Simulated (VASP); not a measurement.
A run of VASP 6.6.1 is set up as follows.

The input INCAR:

```
SYSTEM = C
PREC = Accurate
ENCUT = 600
EDIFF = 1E-6
ISMEAR = 0
SIGMA = 0.01
LREAL = .FALSE.
LASPH = .TRUE.
NELM = 120
ALGO = Normal
ISIF = 2
LWAVE = .FALSE.
LCHARG = .TRUE.
GGA = PE
LELF = .TRUE.
LVHAR = .TRUE.
NBANDS = 11
GGA_COMPAT = .FALSE.
```

KPOINTS

```
Automatic mesh
0
G
  13 13 13
  0 0 0
```

File POSCAR:

```
C
1.0
    0.0000000000      1.7858109333      1.7858109333
    1.7858109333      0.0000000000      1.7858109333
    1.7858109333      1.7858109333      0.0000000000
C
2
Direct
    0.0000000000      0.0000000000      0.0000000000
    0.2500000002      0.2500000002      0.2500000002
```

Potentials or basis: VASP PAW PBE potentials, release 64 (C).

Command:

```console
$ cat potpaw_PBE.64/C/POTCAR > POTCAR
$ mpirun -np 1 vasp_std > vasp.out
```

**Question.** What does it give for the pressure?

**Answer.** 0.0 GPa.

**Question.** Estimate the band gap on the k mesh.

**Answer.** 4.13 eV (least direct gap 5.58 eV).

Caveat: an odd mesh through Γ misses points on the zone boundary, where band edges can lie.
